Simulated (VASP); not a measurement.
Write the native input for VASP 6.6.1 that does the following.

```yaml
Task: single point
Functional: PBE
Potentials_or_basis: VASP PAW PBE potentials, release 64 (C)
Cutoff: 520 eV
k_mesh: 12 × 12 × 12
Occupations: gaussian, width 0.01 eV
Spin: no spin polarisation
Dipole_correction: no
Further_INCAR_settings: ALGO = Normal; EDIFF = 1e-06; NBANDS = 11
```

The structure of C lies in POSCAR:

```
C
1.0
    0.0000000000      1.7857313644      1.7857313644
    1.7857313644      0.0000000000      1.7857313644
    1.7857313644      1.7857313644      0.0000000000
C
2
Direct
    0.0000000000      0.0000000000      0.0000000000
    0.2500000000      0.2500000000      0.2500000000
```

The input as run:

INCAR

```
SYSTEM = C
ALGO = Normal
EDIFF = 1E-6
ENCUT = 520
GGA = PE
ISIF = 2
ISMEAR = 0
LASPH = .True.
LCHARG = .True.
LELF = .True.
LREAL = .False.
LVHAR = .True.
LWAVE = .False.
NBANDS = 11
NELM = 100
PREC = Accurate
SIGMA = 0.01
```

KPOINTS

```
k-points
0
Gamma
  12 12 12
  0 0 0
```

Potentials or basis: VASP PAW PBE potentials, release 64 (C).

Launch:

```console
$ cat potpaw_PBE.64/C/POTCAR > POTCAR
$ mpirun -np 1 vasp_std > vasp.out
```

It gave:

The pressure is 0.7 GPa. The band gap on the k mesh is 4.14 eV, indirect (least direct gap 5.58 eV).

It took 7.2 s on 1 thread of Intel Xeon 6975P-C, with other jobs on the host, peak memory 0.12 GiB.
